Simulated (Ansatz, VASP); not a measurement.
## SnTe in VASP and in Ansatz

Contents of INCAR:

```
ALGO = Normal ; EDIFF = 1E-6
ENCUT = 520 ; GGA = PE
ISIF = 2 ; ISMEAR = -1
LASPH = True ; LCHARG = True
LELF = True ; LREAL = False
LVHAR = True ; LWAVE = False
NBANDS = 17 ; NELM = 60
PREC = Accurate ; SIGMA = 0.08
```

KPOINTS

```
k-points
0
Gamma
  12 12 12
```

File POSCAR:

```
SnTe
1.0
    0.0000000000      3.5326616253      3.5326616253
    3.5326616253      0.0000000000      3.5326616253
    3.5326616253      3.5326616253      0.0000000000
Sn Te
1 1
Direct
    0.0000000000      0.0000000000      0.0000000000
    0.2500000000      0.2500000000      0.2500000000
```

Input for Ansatz:

```yaml
crystal:
  lattice:
    - [0.0, 3.5326616253, 3.5326616253]
    - [3.5326616253, 0.0, 3.5326616253]
    - [3.5326616253, 3.5326616253, 0.0]
  atoms:
    - { symbol: Sn, position: [0.0, 0.0, 0.0] }
    - { symbol: Te, position: [0.25, 0.25, 0.25] }
kpoints:
  mp_grid: { grid: [12, 12, 12] }
scf:
  occupations: { method: fermi_dirac, width: 0.08 }
hamiltonian:
  xc: pbe
  pseudopotentials: { kind: paw }
output:
  forces: true
  stress: true
  eigenvalues: true
  populations: true
```

Change from the starting cell: volume scaled by 0.94, PAW files.

Alike in both runs: task single point; functional PBE; k mesh 12 × 12 × 12; occupations fermi-dirac, width 0.08 eV; no spin polarisation.

```csv
,VASP,Ansatz
version,VASP 6.6.1,Ansatz 0.2.0
potentials or method,"VASP PAW PBE potentials, release 64 (Sn_d, Te)","PAW with Ansatz's default frozen-core files, scalar-relativistic"
plane-wave cutoff (eV),520,420
valence electrons in the cell,20,30
```

```csv
,VASP,Ansatz,Ansatz less VASP
pressure (GPa),1.7,1.7,+0.03
```

VASP's potentials hold 20 valence electrons a cell and Ansatz's 30, so a difference there can come from the potentials and not from the codes.

Spin-orbit coupling is off throughout.
